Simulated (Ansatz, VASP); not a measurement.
# Cr: VASP beside Ansatz

The input INCAR:

```
SYSTEM = Cr
PREC     = Accurate       ! precision mode
ENCUT    = 520            ! plane-wave cutoff, eV
EDIFF    = 1E-7           ! SCF threshold, eV
ISMEAR   = 0              ! smearing method
SIGMA    = 0.1            ! smearing width, eV
LREAL    = .False.        ! projectors in reciprocal space
LASPH    = .True.         ! aspherical terms in the spheres
NELM     = 150            ! most SCF steps
ALGO     = Normal         ! electronic algorithm
ISIF     = 2              ! what is computed and relaxed
LWAVE    = .False.        ! write WAVECAR
LCHARG   = .False.        ! write CHGCAR
ISPIN    = 2              ! spin polarisation
MAGMOM   = -1.11 1.11     ! initial moments
LORBIT   = 11             ! projections on sites
LMAXMIX  = 4              ! l up to which the mixer works
GGA      = PE             ! functional
NBANDS   = 23             ! bands
```

KPOINTS

```
Automatic mesh
0
Gamma
  14 14 14
  0 0 0
```

POSCAR

```
Cr
1.0
    2.9219777031      0.0000000000      0.0000000000
    0.0000000000      2.9219777031      0.0000000000
    0.0000000000      0.0000000000      2.9219777031
Cr
2
Direct
    0.0000000000      0.0000000000      0.0000000000
    0.5000000000      0.5000000000      0.5000000000
```

Input for Ansatz:

```yaml
crystal:
  lattice:
    - [2.9219777031, 0.0, 0.0]
    - [0.0, 2.9219777031, 0.0]
    - [0.0, 0.0, 2.9219777031]
  atoms:
    - { symbol: Cr, position: [0.0, 0.0, 0.0], spin: -1.11 }
    - { symbol: Cr, position: [0.5, 0.5, 0.5], spin: 1.11 }
basis:
  ecutwfc: 420
kpoints:
  mp_grid: { grid: [14, 14, 14] }
hamiltonian:
  xc: pbe
scf:
  occupations: { method: gaussian, width: 0.1 }
output:
  forces: true
  stress: true
  eigenvalues: true
  populations: true
magnetization:
  spin_polarized: true
```

Alike in both runs: task single point; functional PBE; k mesh 14 × 14 × 14; occupations gaussian, width 0.1 eV; collinear spin.

```csv
,VASP,Ansatz
version,VASP 6.6.1,Ansatz 0.2.0
potentials or method,"VASP PAW PBE potentials, release 64 (Cr_pv), cutoff 520 eV","scalar-relativistic, plane waves, PAW"
valence electrons in the cell,24,28
```

```csv
,VASP,Ansatz,Ansatz less VASP
gap on the k mesh at the Fermi level (eV),none,none,-
pressure (GPa),-8.6,-8.8,-0.18
net moment per atom (μB),0.00,0.00,0.000
size of the moment on the site where the two differ most (μB),1.50,1.39,-0.114
```

Site moments also hang on the region over which each program counts them. A gap of «none» marks a metal or a gap that the smearing closes. With one functional, cell and mesh, what is left measures potentials, basis and numerics. VASP's potentials hold 24 valence electrons a cell and Ansatz's 28, so a difference there can come from the potentials and not from the codes.
